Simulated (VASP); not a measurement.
# WCl2F4 (P4_2/mnm) in VASP: notebook, part 2 of 2

VASP 6.6.1. The steps go on from the part before.

## (3) Single point, PBE

This run uses another cell than the first one, of 29.59 Å³/atom.

INCAR

```
SYSTEM = WCl2F4
PREC = Accurate ; ENCUT = 520
EDIFF = 1E-6 ; ISMEAR = 0
SIGMA = 0.1 ; LREAL = .False.
LASPH = .True. ; NELM = 80
ALGO = Normal ; ISIF = 2
LWAVE = .False. ; LCHARG = .True.
GGA = PE ; LELF = .True.
LVHAR = .True. ; NBANDS = 69
```

KPOINTS

```
regular mesh
0
Gamma
  2 2 2
  0 0 0
```

POSCAR

```
WCl2F4
1.0
    7.0827287238      0.0000000000      0.0000000000
    0.0000000000      7.0827287238      0.0000000000
    0.0000000000      0.0000000000      8.2591731497
W Cl F
2 4 8
Direct
    0.5000000000      0.5000000000      0.5000000000
    0.0000000000      0.0000000000      0.0000000000
    0.2714923431      0.7285076569      0.5000000000
    0.7285076569      0.2714923431      0.5000000000
    0.2285076569      0.2285076569      0.0000000000
    0.7714923431      0.7714923431      0.0000000000
    0.5000000000      0.5000000000      0.7254486380
    0.5000000000      0.5000000000      0.2745513620
    0.6859277810      0.6859277810      0.5000000000
    0.3140722190      0.3140722190      0.5000000000
    0.0000000000      0.0000000000      0.7745513620
    0.0000000000      0.0000000000      0.2254486380
    0.1859277810      0.8140722190      0.0000000000
    0.8140722190      0.1859277810      0.0000000000
```

Potentials or basis: VASP PAW PBE potentials, release 64 (W_sv, Cl, F).

Launch:

```
> cat potpaw_PBE.64/W_sv/POTCAR potpaw_PBE.64/Cl/POTCAR potpaw_PBE.64/F/POTCAR > POTCAR
> mpirun -np 1 vasp_std > vasp.out
```

OUTCAR:

```text
SYSTEM = WCl2F4
   PREC = Accurate
   ENCUT = 520
   EDIFF = 1E-6
   ISMEAR = 0
   LREAL = .False.
   LASPH = .True.
   NELM = 80
   ISIF = 2
   GGA = PE

 ion  position               nearest neighbor table
   1  0.500  0.500  0.500-   7 1.86   8 1.86   9 1.86  10 1.86   3 2.29   4 2.29
   2  0.000  0.000  0.000-  11 1.86  12 1.86  13 1.86  14 1.86   5 2.29   6 2.29
   3  0.271  0.729  0.500-   1 2.29
   4  0.729  0.271  0.500-   1 2.29
   5  0.229  0.229  0.000-   2 2.29
   6  0.771  0.771  0.000-   2 2.29
   7  0.500  0.500  0.725-   1 1.86
   8  0.500  0.500  0.275-   1 1.86
   9  0.686  0.686  0.500-   1 1.86
[... 644 lines left out ...]
  energy-cutoff  :      520.00
  volume of cell :      414.32
      direct lattice vectors                 reciprocal lattice vectors
     7.082728724  0.000000000  0.000000000     0.141188522  0.000000000  0.000000000
     0.000000000  7.082728724  0.000000000     0.000000000  0.141188522  0.000000000
     0.000000000  0.000000000  8.259173150     0.000000000  0.000000000  0.121077496

 POSITION                                       TOTAL-FORCE (eV/Angst)
 -----------------------------------------------------------------------------------
      3.54136      3.54136      4.12959         0.000000      0.000000      0.000000
      0.00000      0.00000      0.00000         0.000000      0.000000      0.000000
      1.92291      5.15982      4.12959         0.003711     -0.003711      0.000000
      5.15982      1.92291      4.12959        -0.003711      0.003711      0.000000
      1.61846      1.61846      0.00000        -0.003711     -0.003711      0.000000
      5.46427      5.46427      0.00000         0.003711      0.003711      0.000000
      3.54136      3.54136      5.99161        -0.000000      0.000000      0.393812
      3.54136      3.54136      2.26757         0.000000      0.000000     -0.393812
      4.85824      4.85824      4.12959         0.276684      0.276684      0.000000
      2.22449      2.22449      4.12959        -0.276684     -0.276684      0.000000
      0.00000      0.00000      6.39715         0.000000      0.000000     -0.393812
      0.00000      0.00000      1.86202         0.000000      0.000000      0.393812
      1.31688      5.76585      0.00000         0.276684     -0.276684      0.000000
      5.76585      1.31688      0.00000        -0.276684      0.276684      0.000000
 -----------------------------------------------------------------------------------
    total drift:                                0.000000      0.000000      0.000000

  FREE ENERGIE OF THE ION-ELECTRON SYSTEM (eV)
  ---------------------------------------------------
  free  energy   TOTEN  =       -76.7462744967 eV

  energy  without entropy=      -76.7462744967  energy(sigma->0) =      -76.74627450
```

OSZICAR:

```text
N       E                     dE             d eps       ncg     rms          rms(c)
DAV:   1     0.111237369204E+04    0.11124E+04   -0.55918E+04   908   0.145E+03
DAV:   2     0.100575923653E+02   -0.11023E+04   -0.10732E+04  1074   0.377E+02
DAV:   3    -0.913483650554E+02   -0.10141E+03   -0.10069E+03   968   0.123E+02
DAV:   4    -0.932352071215E+02   -0.18868E+01   -0.18825E+01   939   0.183E+01
DAV:   5    -0.932720152344E+02   -0.36808E-01   -0.36793E-01   952   0.260E+00    0.584E+01
DAV:   6    -0.773637307334E+02    0.15908E+02   -0.60933E+01   915   0.430E+01    0.167E+01
DAV:   7    -0.770161502873E+02    0.34758E+00   -0.72658E+00   928   0.130E+01    0.138E+01
DAV:   8    -0.768065921083E+02    0.20956E+00   -0.11860E+00   976   0.674E+00    0.273E+00
DAV:   9    -0.767484782262E+02    0.58114E-01   -0.16394E-01   907   0.233E+00    0.630E-01
DAV:  10    -0.767478372557E+02    0.64097E-03   -0.10399E-02  1016   0.443E-01    0.613E-01
DAV:  11    -0.767473628248E+02    0.47443E-03   -0.36907E-03   952   0.231E-01    0.503E-01
DAV:  12    -0.767462908322E+02    0.10720E-02   -0.16375E-03   944   0.259E-01    0.113E-01
DAV:  13    -0.767462814675E+02    0.93647E-05   -0.22176E-04  1016   0.718E-02    0.489E-02
DAV:  14    -0.767462769486E+02    0.45189E-05   -0.53654E-05   958   0.338E-02    0.220E-02
DAV:  15    -0.767462749833E+02    0.19652E-05   -0.12429E-05   910   0.165E-02    0.151E-02
DAV:  16    -0.767462744967E+02    0.48668E-06   -0.70381E-07   520   0.396E-03
   1 F= -.76746274E+02 E0= -.76746274E+02  d E =-.162574E-10
```

Wall time 2.2 min (1 thread of Intel Xeon 6975P-C (Granite Rapids), shared host); peak memory 0.51 GiB.

Results:

* Free energy: -76.7463 eV
* Pressure: 0.6 GPa
* Largest force: 0.394 eV/Å
* Band gap on the k mesh: 3.12 eV

Forces in eV/Å, atoms in the order of the input:
```
W    0.000  0.000  0.000
W    0.000  0.000  0.000
Cl   0.004 -0.004  0.000
Cl  -0.004  0.004  0.000
Cl  -0.004 -0.004  0.000
Cl   0.004  0.004  0.000
F    0.000  0.000  0.394
F    0.000  0.000 -0.394
F    0.277  0.277  0.000
F   -0.277 -0.277  0.000
F    0.000  0.000 -0.394
F    0.000  0.000  0.394
F    0.277 -0.277  0.000
F   -0.277  0.277  0.000
```

Stress tensor (GPa, compression positive):
```
0.38 0.00 0.00
0.00 0.38 0.00
0.00 0.00 1.00
```

Levels at points of the mesh, in eV from the valence-band top:
| k point | band 53 | band 54 | band 55 | band 56 | band 57 | band 58 | band 59 | band 60 |
| --- | --- | --- | --- | --- | --- | --- | --- | --- |
| (0.00, 0.00, 0.00) | -0.02 | -0.01 | -0.01 | 0.00 | 3.12 | 3.14 | 3.19 | 3.19 |
| (0.50, 0.00, 0.00) | -0.02 | -0.02 | -0.01 | -0.01 | 3.19 | 3.19 | 3.20 | 3.20 |
| (0.50, 0.50, 0.00) | -0.03 | -0.03 | -0.02 | -0.02 | 3.19 | 3.19 | 3.27 | 3.27 |
| (0.00, 0.00, 0.50) | -0.01 | -0.01 | 0.00 | 0.00 | 3.13 | 3.13 | 3.20 | 3.20 |
| (0.50, 0.00, 0.50) | -0.03 | -0.03 | -0.02 | -0.02 | 3.16 | 3.16 | 3.22 | 3.22 |
| (0.50, 0.50, 0.50) | -0.03 | -0.03 | -0.02 | -0.02 | 3.20 | 3.20 | 3.27 | 3.27 |

Caveat: the k points lie up to 0.44 Å⁻¹ apart; spin-orbit coupling is left out, which moves the levels of the heavy elements. A k mesh can miss the band edges.
